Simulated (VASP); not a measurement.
# AgI (F-43m) in VASP: single point with PBEsol

Aim: the single point of AgI with PBEsol.

Program: VASP 6.6.1. These are calculated values, not measurements. Logs are shortened: lines on timing, memory, paths and dates and some standing lists are left out, and cuts for length are marked.

### 1 The cell of the first run

Symmetry: F-43m, No. 216, cubic system. The conventional cell has a = 6.473 Å, b = 6.473 Å, c = 6.473 Å, α = 90.00°, β = 90.00°, γ = 90.00°. Within 3.7 Å of Ag (site symmetry -43m) lie 4 I at 2.80 Å. I (site symmetry -43m) has 4 Ag at 2.80 Å within 3.7 Å.

### 2 Single point, PBEsol

Contents of INCAR:

```
  ALGO = Normal
  EDIFF = 1E-6
  ENCUT = 500
  GGA = PS
  GGA_COMPAT = F
  ISIF = 2
  ISMEAR = 0
  LASPH = T
  LCHARG = F
  LREAL = F
  LWAVE = F
  NBANDS = 16
  NELM = 120
  PREC = Accurate
  SIGMA = 0.01
```

Contents of KPOINTS:

```
k-points
0
Gamma
  6 6 6
```

Contents of POSCAR:

```
AgI
1.0
    0.0000000000      3.2365000000      3.2365000000
    3.2365000000      0.0000000000      3.2365000000
    3.2365000000      3.2365000000      0.0000000000
Ag I
1 1
Direct
    0.0000000000      0.0000000000      0.0000000000
    0.7500000000      0.7500000000      0.7500000000
```

Potentials or basis: VASP PAW PBE potentials, release 64 (Ag, I).

Command:

```sh
> cat potpaw_PBE.64/Ag/POTCAR potpaw_PBE.64/I/POTCAR > POTCAR
> mpirun -np 1 vasp_std > vasp.out
```

OUTCAR:

```text
EDIFF = 1E-6
   ENCUT = 500
   GGA = PS
   ISIF = 2
   ISMEAR = 0
   LASPH = T
   LREAL = F
   NELM = 120
   PREC = Accurate

 ion  position               nearest neighbor table
   1  0.000  0.000  0.000-   2 2.80   2 2.80   2 2.80   2 2.80
   2  0.750  0.750  0.750-   1 2.80   1 2.80   1 2.80   1 2.80

  LATTYP: Found a face centered cubic cell.
 ALAT       =     6.4730000000

  Lattice vectors:

 A1 = (   0.0000000000,   3.2365000000,   3.2365000000)
 A2 = (   3.2365000000,   0.0000000000,   3.2365000000)
 A3 = (   3.2365000000,   3.2365000000,   0.0000000000)

Analysis of symmetry for initial positions (statically):
=====================================================================
 Subroutine PRICEL returns:
 Original cell was already a primitive cell.

 Routine SETGRP: Setting up the symmetry group for a
 face centered cubic supercell.

 Subroutine GETGRP returns: Found 24 space group operations
 (whereof 24 operations were pure point group operations)
 out of a pool of 48 trial point group operations.

The static configuration has the point symmetry T_d .

Analysis of symmetry for dynamics (positions and initial velocities):
=====================================================================
 Subroutine PRICEL returns:
 Original cell was already a primitive cell.

 Routine SETGRP: Setting up the symmetry group for a
 face centered cubic supercell.

 Subroutine GETGRP returns: Found 24 space group operations
 (whereof 24 operations were pure point group operations)
 out of a pool of 48 trial point group operations.

The dynamic configuration has the point symmetry T_d .

 Subroutine INISYM returns: Found 24 space group operations
 (whereof 24 operations are pure point group operations),
 and found     1 'primitive' translations

----------------------------------------------------------------------------------------

                                     Primitive cell

  volume of cell :      67.8042

  direct lattice vectors                    reciprocal lattice vectors
     0.000000000  3.236500000  3.236500000    -0.154487873  0.154487873  0.154487873
     3.236500000  0.000000000  3.236500000     0.154487873 -0.154487873  0.154487873
     3.236500000  3.236500000  0.000000000     0.154487873  0.154487873 -0.154487873

  length of vectors
     4.577102195  4.577102195  4.577102195     0.267580845  0.267580845  0.267580845

  position of ions in fractional coordinates (direct lattice)
     0.000000000  0.000000000  0.000000000
     0.750000000  0.750000000  0.750000000

[... 68 lines left out ...]
   LREAL  =      F    real-space projection
   EDIFFG = 0.1E-04   stopping-criterion for IOM
   NSW    =      0    number of steps for IOM
   IBRION =     -1    ionic relax: 0-MD 1-quasi-New 2-CG
   NFREE  =      0    steps in history (QN), initial steepest desc. (CG)
   ISIF   =      2    stress and relaxation
   ISYM   =      2    0-nonsym 1-usesym 2-fastsym
   POTIM  = 0.5000    time-step for ionic-motion
   TEBEG  =    0.0;   TEEND  =   0.0 temperature during run
   PSTRESS=    0.0 pullay stress
   NELECT =      18.0000    total number of electrons
   NUPDOWN=      -1.0000    fix difference up-down
   EMIN   =  10.00;   EMAX   =-10.00  energy-range for DOS
   EFERMI =   0.00;   METHOD = LEGACY
   ISMEAR =     0;   SIGMA  =   0.01  broadening in eV -4-tet -1-fermi 0-gaus
   EFERMI_NEDOS =   21; number of points for ismear=-14 and -15
   IALGO  =     38    algorithm
   IMIX   =      4    mixing-type and parameters
     AMIX     =   0.40;   BMIX     =  1.00
     AMIX_MAG =   1.60;   BMIX_MAG =  1.00
  volume/ion in A,a.u.               =      33.90       228.78
  Fermi-wavevector in a.u.,A,eV,Ry     =   1.052156  1.988286 15.062083  1.107032
  Thomas-Fermi vector in A             =   2.187227
   LORBIT       =      0    0 simple, 1 ext, 2 COOP (PROOUT), +10 PAW based schemes
   GGA     = PS    functional components
   LHFCALC =     F    Hartree Fock is set to
   AEXX    =    0.0000 exact exchange contribution
   IVDW    =     0    specifies the selected vdW correction
   LEPSILON=     F    determine dielectric tensor
   LRPA    =     F    only Hartree local field effects (RPA)
 non-spin polarized calculation
 Gauss-broadening in eV      SIGMA  =   0.01
  energy-cutoff  :      500.00
  volume of cell :       67.80
 maximum number of plane-waves:      1759
 NGX is ok and might be reduce to    36
   NGX = 17   NGY = 17   NGZ = 17

 number of electron      17.9999998 magnetization

 Free energy of the ion-electron system (eV)
  ---------------------------------------------------
  ext. energy  EPLUGINS =         0.00000000
  ---------------------------------------------------
  free energy    TOTEN  =        -5.45266232 eV

  energy without entropy =       -5.45266232  energy(sigma->0) =       -5.45266232

 E-fermi :   3.2342     XC(G=0):  -8.6822

 val. band max:        3.1193492188   @ k =   0.0000   0.0000   0.0000
 cond. band min:       4.3204890813   @ k =   0.0000   0.0000   0.0000
 fundamental gap:      1.2011398625
 Fermi energy:         3.2341590567

 k-point     1 :       0.0000    0.0000    0.0000
  band No.  band energies     occupation
      1      -9.7846      2.00000
      2      -1.1804      2.00000
      3      -1.1804      2.00000
      4      -1.1804      2.00000
      5      -0.0100      2.00000
      6      -0.0100      2.00000
[... 281 lines left out ...]
      3      -0.7983      2.00000
      4      -0.6715      2.00000
      5      -0.0200      2.00000
      6       0.2435      2.00000
[... 8 lines left out ...]
     15      14.5879      0.00000
     16      14.7659      0.00000

------------------------ aborting loop because EDIFF is reached ----------------------------------------

  FORCE on cell =-STRESS in cart. coord.  units (eV):
  Direction    XX          YY          ZZ          XY          YZ          ZX
  --------------------------------------------------------------------------------------
  -------------------------------------------------------------------------------------
  Total       -0.1574237     -0.1574237     -0.1574237     -0.0000000      0.0000000      0.0000000
  in kB       -3.7198377     -3.7198377     -3.7198377     -0.0000000      0.0000000      0.0000000
  external PRESSURE =      -3.7198377 kB  Pullay stress =       0.0000000 kB

 VOLUME and BASIS-vectors are now :
 -----------------------------------------------------------------------------
  energy-cutoff  :      500.00
  volume of cell :       67.80
      direct lattice vectors                 reciprocal lattice vectors
     0.000000000  3.236500000  3.236500000    -0.154487873  0.154487873  0.154487873
     3.236500000  0.000000000  3.236500000     0.154487873 -0.154487873  0.154487873
     3.236500000  3.236500000  0.000000000     0.154487873  0.154487873 -0.154487873

 POSITION                                       TOTAL-FORCE (eV/Angst)
 -----------------------------------------------------------------------------------
      0.00000      0.00000      0.00000         0.000000      0.000000      0.000000
      4.85475      4.85475      4.85475        -0.000000     -0.000000     -0.000000
 -----------------------------------------------------------------------------------
    total drift:                                0.000000      0.000000      0.000000

  FREE ENERGIE OF THE ION-ELECTRON SYSTEM (eV)
  ---------------------------------------------------
  free  energy   TOTEN  =        -5.4526623165 eV

  energy  without entropy=       -5.4526623165  energy(sigma->0) =       -5.45266232
```

Wall time 10 s (1 thread of Intel Xeon Platinum 8488C (Sapphire Rapids), shared host); peak memory 0.21 GiB.

What came out:

* Free energy: -5.4527 eV
* Pressure: -0.4 GPa
* Band gap on the k mesh: 1.20 eV, direct

Caveat: the PAW data sets were made with another functional, which shifts forces and pressure a little; spin-orbit coupling is left out, which moves the levels of the heavy elements.
